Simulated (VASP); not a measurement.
# S (Cmce) in VASP: single point with r2SCAN

Aim: the single point of S with r2SCAN.

Program: VASP 6.6.1. These are calculated values, not measurements. Logs are shortened: lines on timing, memory, paths and dates and some standing lists are left out, and cuts for length are marked.

## Step 1: The cell of the first run

The structure is orthorhombic, space group Cmce (No. 64). Conventional cell: a = 4.100 Å, b = 9.782 Å, c = 4.574 Å, α = 90.00°, β = 90.00°, γ = 90.00°. Within 2.5 Å of S (site symmetry m) lie 1 S at 1.88 Å.

## Step 2: Single point, r2SCAN

POSCAR reads:

```
S
1.0
    2.0501251500     -4.8912295931      0.0000000000
    2.0501251500      4.8912295931      0.0000000000
    0.0000000000      0.0000000000      4.5739193008
S
4
Direct
    0.0961115084      0.9038884916     -0.0010605867
    0.5961115084      0.4038884916      0.5010605867
    0.9038884916      0.0961115084      1.0010605867
    0.4038884916      0.5961115084      0.4989394133
```

INCAR.step1 reads:

```
SYSTEM = S
PREC = Accurate
ENCUT = 520
ISMEAR = 0
SIGMA = 0.1
LREAL = .False.
LASPH = .True.
NELM = 100
NBANDS = 20
GGA = PE
ALGO = Normal
EDIFF = 1E-4
LWAVE = .True.
LCHARG = .False.
```

INCAR.step2 reads:

```
SYSTEM = S
PREC = Accurate
ENCUT = 520
EDIFF = 1E-6
ISMEAR = 0
SIGMA = 0.1
LREAL = .False.
LASPH = .True.
NELM = 100
ALGO = Normal
ISIF = 2
LWAVE = .False.
LCHARG = .False.
METAGGA = R2SCAN
LMIXTAU = .True.
NBANDS = 20
ISTART = 1
```

KPOINTS reads:

```
Automatic mesh
0
Gamma
  4 4 4
  0 0 0
```

Potentials or basis: VASP PAW PBE potentials, release 64 (S).

Launch:

```sh
$ cat potpaw_PBE.64/S/POTCAR > POTCAR
$ cp INCAR.step1 INCAR
$ mpirun -np 1 vasp_std > vasp.out
$ cp INCAR.step2 INCAR
$ mpirun -np 1 vasp_std > vasp.out
```

OUTCAR:

```text
SYSTEM = S
   PREC = Accurate
   ENCUT = 520
   EDIFF = 1E-6
   ISMEAR = 0
   LREAL = .False.
   LASPH = .True.
   NELM = 100
   ISIF = 2
   METAGGA = R2SCAN
   ISTART = 1

 ion  position               nearest neighbor table
   1  0.096  0.904  0.999-   3 1.88
   2  0.596  0.404  0.501-   4 1.88
   3  0.904  0.096  0.001-   1 1.88
   4  0.404  0.596  0.499-   2 1.88

  LATTYP: Found a base centered orthorhombic cell.
 ALAT       =     4.1002503000
 B/A-ratio  =     2.3858200038
 C/A-ratio  =     1.1155219721

  Lattice vectors:

 A1 = (   2.0501251500,  -4.8912295931,   0.0000000000)
 A2 = (   2.0501251500,   4.8912295931,   0.0000000000)
 A3 = (   0.0000000000,   0.0000000000,   4.5739193008)

Analysis of symmetry for initial positions (statically):
=====================================================================
 Subroutine PRICEL returns:
 Original cell was already a primitive cell.

 Routine SETGRP: Setting up the symmetry group for a
 base centered orthorhombic supercell.

 Subroutine GETGRP returns: Found  8 space group operations
 (whereof  4 operations were pure point group operations)
 out of a pool of  8 trial point group operations.

The static configuration has the point symmetry C_2h.
 The point group associated with its full space group is D_2h.

Analysis of symmetry for dynamics (positions and initial velocities):
=====================================================================
 Subroutine PRICEL returns:
 Original cell was already a primitive cell.

 Routine SETGRP: Setting up the symmetry group for a
 base centered orthorhombic supercell.

 Subroutine GETGRP returns: Found  8 space group operations
 (whereof  4 operations were pure point group operations)
 out of a pool of  8 trial point group operations.

The dynamic configuration has the point symmetry C_2h.
 The point group associated with its full space group is D_2h.

 Subroutine INISYM returns: Found  8 space group operations
 (whereof  4 operations are pure point group operations),
 and found     1 'primitive' translations

----------------------------------------------------------------------------------------

                                     Primitive cell

  volume of cell :      91.7312

  direct lattice vectors                    reciprocal lattice vectors
     2.050125150 -4.891229593  0.000000000     0.243887550 -0.102223785  0.000000000
     2.050125150  4.891229593  0.000000000     0.243887550  0.102223785  0.000000000
     0.000000000  0.000000000  4.573919301     0.000000000  0.000000000  0.218630880

  length of vectors
     5.303502622  5.303502622  4.573919301     0.264444397  0.264444397  0.218630880

  position of ions in fractional coordinates (direct lattice)
     0.096111508  0.903888492  0.998939413
     0.596111508  0.403888492  0.501060587
     0.903888492  0.096111508  0.001060587
     0.403888492  0.596111508  0.498939413

  ion indices of the primitive-cell ions
   primitive index   ion index
                 1           1
                 2           2
                 3           3
                 4           4

----------------------------------------------------------------------------------------

 KPOINTS: Automatic mesh

Automatic generation of k-mesh.
 Grid dimensions read from file:
 generate k-points for:    4    4    4

 Generating k-lattice:

  Cartesian coordinates                     Fractional coordinates (reciprocal lattice)
     0.060971887 -0.025555946  0.000000000     0.250000000 -0.000000000  0.000000000
     0.060971887  0.025555946  0.000000000    -0.000000000  0.250000000  0.000000000
     0.000000000  0.000000000  0.054657720     0.000000000  0.000000000  0.250000000

  Length of vectors
     0.066111099  0.066111099  0.054657720

  Shift w.r.t. Gamma in fractional coordinates (k-lattice)
     0.000000000  0.000000000  0.000000000

 Subroutine IBZKPT returns following result:
 ===========================================

 Found     21 irreducible k-points:

 Following reciprocal coordinates:
            Coordinates               Weight
  0.000000  0.000000  0.000000      1.000000
  0.250000  0.000000  0.000000      4.000000
  0.500000  0.000000  0.000000      2.000000
  0.250000  0.250000  0.000000      2.000000
  0.500000  0.250000  0.000000      4.000000
 -0.250000  0.250000  0.000000      2.000000
[... 13 lines left out ...]
 -0.250000  0.250000  0.500000      2.000000
  0.500000  0.500000  0.500000      1.000000
   k-points           NKPTS =     21   k-points in BZ     NKDIM =     21   number of bands    NBANDS=     20
   number of dos      NEDOS =    301   number of ions     NIONS =      4
   total plane-waves  NPLWV =  57600
   dimension x,y,z NGX =    40 NGY =   40 NGZ =   36
   dimension x,y,z NGXF=    80 NGYF=   80 NGZF=   72
   ions per type =               4
   NGX,Y,Z   is equivalent  to a cutoff of  12.54, 12.54, 13.08 a.u.
   NGXF,Y,Z  is equivalent  to a cutoff of  25.08, 25.08, 26.17 a.u.
 SYSTEM =  S
   PREC   = accura    normal or accurate (medium, high low for compatibility)
   ISTART =      1    job   : 0-new  1-cont  2-samecut
   ICHARG =      0    charge: 1-file 2-atom 10-const
   ISPIN  =      1    spin polarized calculation?
   LNONCOLLINEAR =      F non collinear calculations
   LSORBIT =      F    spin-orbit coupling
   LASPH  =      T    aspherical Exc in radial PAW
   ENCUT  =  520.0 eV  38.22 Ry    6.18 a.u.   9.86  9.86  8.50*2*pi/ulx,y,z
   NELM   =    100;   NELMIN=  2; NELMDL=  0     # of ELM steps
   EDIFF  = 0.1E-05   stopping-criterion for ELM
   LREAL  =      F    real-space projection
   EDIFFG = 0.1E-04   stopping-criterion for IOM
   NSW    =      0    number of steps for IOM
   IBRION =     -1    ionic relax: 0-MD 1-quasi-New 2-CG
   NFREE  =      0    steps in history (QN), initial steepest desc. (CG)
   ISIF   =      2    stress and relaxation
   ISYM   =      2    0-nonsym 1-usesym 2-fastsym
   POTIM  = 0.5000    time-step for ionic-motion
   TEBEG  =    0.0;   TEEND  =   0.0 temperature during run
   PSTRESS=    0.0 pullay stress
   NELECT =      24.0000    total number of electrons
   NUPDOWN=      -1.0000    fix difference up-down
   EMIN   =  10.00;   EMAX   =-10.00  energy-range for DOS
   EFERMI =   0.00;   METHOD = LEGACY
   ISMEAR =     0;   SIGMA  =   0.10  broadening in eV -4-tet -1-fermi 0-gaus
   EFERMI_NEDOS =   21; number of points for ismear=-14 and -15
   IALGO  =     38    algorithm
   IMIX   =      4    mixing-type and parameters
     AMIX     =   0.40;   BMIX     =  1.00
     AMIX_MAG =   1.60;   BMIX_MAG =  1.00
  volume/ion in A,a.u.               =      22.93       154.76
  Fermi-wavevector in a.u.,A,eV,Ry     =   1.047063  1.978663 14.916633  1.096342
  Thomas-Fermi vector in A             =   2.181928
   LORBIT       =      0    0 simple, 1 ext, 2 COOP (PROOUT), +10 PAW based schemes
   METAGGA = R2SCAN    functional components
   LHFCALC =     F    Hartree Fock is set to
   AEXX    =    0.0000 exact exchange contribution
   IVDW    =     0    specifies the selected vdW correction
   LEPSILON=     F    determine dielectric tensor
   LRPA    =     F    only Hartree local field effects (RPA)
 non-spin polarized calculation
 Gauss-broadening in eV      SIGMA  =   0.10
  energy-cutoff  :      520.00
  volume of cell :       91.73
 maximum number of plane-waves:      2510
   NGX = 19   NGY = 19   NGZ = 17

 number of electron      23.9999995 magnetization

 Free energy of the ion-electron system (eV)
  ---------------------------------------------------
  ext. energy  EPLUGINS =         0.00000000
  ---------------------------------------------------
  free energy    TOTEN  =       -31.31220751 eV

  energy without entropy =      -31.30698083  energy(sigma->0) =      -31.30959417

 E-fermi :   3.0933     XC(G=0):  -9.4698

 val. band max:        2.9986291940   @ k =   0.5000   0.0000   0.0000
 cond. band min:       3.1704279911   @ k =   0.5000   0.5000   0.5000
 fundamental gap:      0.1717987971
 Fermi energy:         3.0933257850

 k-point     1 :       0.0000    0.0000    0.0000
  band No.  band energies     occupation
      1     -14.1774      2.00000
      2     -12.5126      2.00000
      3      -8.0382      2.00000
      4      -6.2187      2.00000
      5      -3.3540      2.00000
      6      -2.5867      2.00000
[... 12 lines left out ...]
     19       9.7194      0.00000
     20      11.0907      0.00000

 k-point     2 :       0.2500    0.0000    0.0000
  band No.  band energies     occupation
      1     -13.9230      2.00000
      2     -12.7338      2.00000
      3      -7.9245      2.00000
      4      -6.6768      2.00000
      5      -2.8697      2.00000
      6      -2.1306      2.00000
[... 12 lines left out ...]
     19      11.0477      0.00000
     20      12.4695      0.00000

 k-point     3 :       0.5000    0.0000    0.0000
  band No.  band energies     occupation
      1     -13.3131      2.00000
      2     -13.3131      2.00000
      3      -7.4596      2.00000
      4      -7.4596      2.00000
      5      -1.9893      2.00000
      6      -1.9893      2.00000
[... 12 lines left out ...]
     19      12.8351      0.00000
     20      12.8353      0.00000

 k-point     4 :       0.2500    0.2500    0.0000
  band No.  band energies     occupation
      1     -13.3481      2.00000
      2     -13.2770      2.00000
      3      -7.6941      2.00000
      4      -7.1940      2.00000
      5      -2.5716      2.00000
      6      -1.3763      2.00000
[... 360 lines left out ...]
 k-point    20 :      -0.2500    0.2500    0.5000
  band No.  band energies     occupation
      1     -13.3749      2.00000
      2     -13.3749      2.00000
      3      -7.5580      2.00000
      4      -7.5580      2.00000
      5      -2.0100      2.00000
      6      -2.0100      2.00000
[... 12 lines left out ...]
     19      13.0106      0.00000
     20      13.0108      0.00000

 k-point    21 :       0.5000    0.5000    0.5000
  band No.  band energies     occupation
      1     -13.3277      2.00000
      2     -13.3277      2.00000
      3      -7.8512      2.00000
      4      -7.8512      2.00000
      5      -1.3379      2.00000
      6      -1.3379      2.00000
[... 12 lines left out ...]
     19      12.1560      0.00000
     20      12.1560      0.00000

------------------------ aborting loop because EDIFF is reached ----------------------------------------

  FORCE on cell =-STRESS in cart. coord.  units (eV):
  Direction    XX          YY          ZZ          XY          YZ          ZX
  --------------------------------------------------------------------------------------
  -------------------------------------------------------------------------------------
  Total       -0.1615801     -0.8700923      0.1103871      0.0000000      0.0000000      0.0000000
  in kB       -2.8221594    -15.1970387      1.9280227      0.0000000      0.0000000      0.0000000
  external PRESSURE =      -5.3637251 kB  Pullay stress =       0.0000000 kB

 VOLUME and BASIS-vectors are now :
 -----------------------------------------------------------------------------
  energy-cutoff  :      520.00
  volume of cell :       91.73
      direct lattice vectors                 reciprocal lattice vectors
     2.050125150 -4.891229593  0.000000000     0.243887550 -0.102223785  0.000000000
     2.050125150  4.891229593  0.000000000     0.243887550  0.102223785  0.000000000
     0.000000000  0.000000000  4.573919301     0.000000000  0.000000000  0.218630880

 POSITION                                       TOTAL-FORCE (eV/Angst)
 -----------------------------------------------------------------------------------
      2.05013      3.95102      4.56907         0.000000      0.236429      0.018762
      2.05013     -0.94021      2.29181         0.000000      0.236429     -0.018762
      2.05013     -3.95102      0.00485         0.000000     -0.236429     -0.018762
      2.05013      0.94021      2.28211         0.000000     -0.236429      0.018762
 -----------------------------------------------------------------------------------
    total drift:                               -0.000000     -0.000000     -0.000000

  FREE ENERGIE OF THE ION-ELECTRON SYSTEM (eV)
  ---------------------------------------------------
  free  energy   TOTEN  =       -31.3122075066 eV

  energy  without entropy=      -31.3069808340  energy(sigma->0) =      -31.30959417
```

Wall time 59 s (1 thread of Intel Xeon 6975P-C (Granite Rapids), shared host); peak memory 0.23 GiB.

Results:

- Free energy: -31.3122 eV
- Pressure: -0.5 GPa
- Largest force: 0.237 eV/Å
- Band gap on the k mesh: zero (band 12 reaches 3.24 eV, above the bottom of band 13 at 2.92 eV)

Forces in eV/Å, atoms in the order of the input:
```
S    0.000  0.236  0.019
S    0.000  0.236 -0.019
S    0.000 -0.236 -0.019
S    0.000 -0.236  0.019
```

Stress tensor (GPa, compression positive):
```
-0.28  0.00  0.00
 0.00 -1.52  0.00
 0.00  0.00  0.19
```

Levels at points of the mesh, in eV from the Fermi level:
```csv
k point,band 8,band 9,band 10,band 11,band 12,band 13,band 14,band 15,band 16,band 17
"(0.00, 0.00, 0.00)",-4.17,-1.72,-1.40,-1.39,-1.23,1.78,2.18,4.85,5.76,5.78
"(0.50, 0.00, 0.00)",-3.96,-3.86,-3.86,-0.13,-0.13,-0.09,-0.09,4.70,4.70,9.68
"(0.50, 0.50, 0.00)",-3.78,-2.10,-1.89,-1.52,-0.58,2.28,2.56,2.68,4.67,5.41
"(0.00, 0.00, 0.50)",-3.52,-3.52,-3.52,-0.13,-0.13,0.08,0.08,6.32,6.32,8.08
"(0.50, 0.00, 0.50)",-4.86,-2.15,-2.15,-1.14,-1.14,2.68,2.68,4.37,4.37,8.30
"(0.50, 0.50, 0.50)",-3.75,-3.61,-3.61,0.08,0.08,0.58,0.58,3.90,3.90,7.84
```

Caveat: the k points lie up to 0.42 Å⁻¹ apart; the PAW data sets were made with another functional, which shifts forces and pressure a little.
